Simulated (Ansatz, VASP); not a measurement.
# One calculation of Cd, two programs

Contents of INCAR:

```
ALGO = Normal ; EDIFF = 1E-6
ENCUT = 520 ; ISIF = 2
ISMEAR = 0 ; LASPH = True
LCHARG = False ; LREAL = False
LWAVE = False ; NBANDS = 19
NELM = 100 ; PREC = Accurate
SIGMA = 0.01
```

File KPOINTS:

```
k-points
0
Gamma
  13 13 6
```

The input POSCAR:

```
Cd
1.0
    2.8818641727      0.0000000000      0.0000000000
   -1.4409320863      2.4957675838      0.0000000000
    0.0000000000      0.0000000000      5.6383707528
Cd
2
Direct
    0.3333333333      0.6666666667      0.2500000000
    0.6666666667      0.3333333333      0.7500000000
```

Input for Ansatz:

```yaml
crystal:
  lattice:
    - [2.8818641727, 0.0, 0.0]
    - [-1.4409320863, 2.4957675838, 0.0]
    - [0.0, 0.0, 5.6383707528]
  atoms:
    - { symbol: Cd, position: [0.3333333333, 0.6666666667, 0.25] }
    - { symbol: Cd, position: [0.6666666667, 0.3333333333, 0.75] }
hamiltonian:
  xc: lda
  pseudopotentials:
    kind: paw
    azcp:
      Cd: "pseudopotentials/Cd.paw.azcp"
basis:
  ecutwfc: 420
  fft_grid_basis: typed
kpoints:
  mp_grid: { grid: [13, 13, 6], shift: [0, 0, 0] }
magnetization:
  spin_polarized: false
scf:
  occupations: { method: gaussian, width: 0.01 }
  lower_state_search: "off"
output:
  stress: true
```

Alike in both runs: task single point; functional LDA; k mesh 13 × 13 × 6; occupations gaussian, width 0.01 eV; no spin polarisation.

```csv
,VASP,Ansatz
version,VASP 6.6.1,Ansatz 0.2.0
potentials or method,"VASP PAW LDA potentials, release 64 (Cd), cutoff 520 eV","plane waves (420 eV) with PAW, scalar-relativistic"
valence electrons in the cell,24,40
```

|  | VASP | Ansatz | Ansatz less VASP |
| --- | --- | --- | --- |
| pressure (GPa) | 0.8 | 0.0 | -0.71 |
| traceless stress, the component that is largest in VASP (GPa) | -2.47 | -2.11 | +0.359 |

Ansatz warns that its potentials were made for another functional, while VASP's fit it. LDA's correlation is that of Perdew and Zunger in VASP and of Perdew and Wang (1992) in Ansatz. VASP's potentials hold 24 valence electrons a cell and Ansatz's 40, so a difference there can come from the potentials and not from the codes.
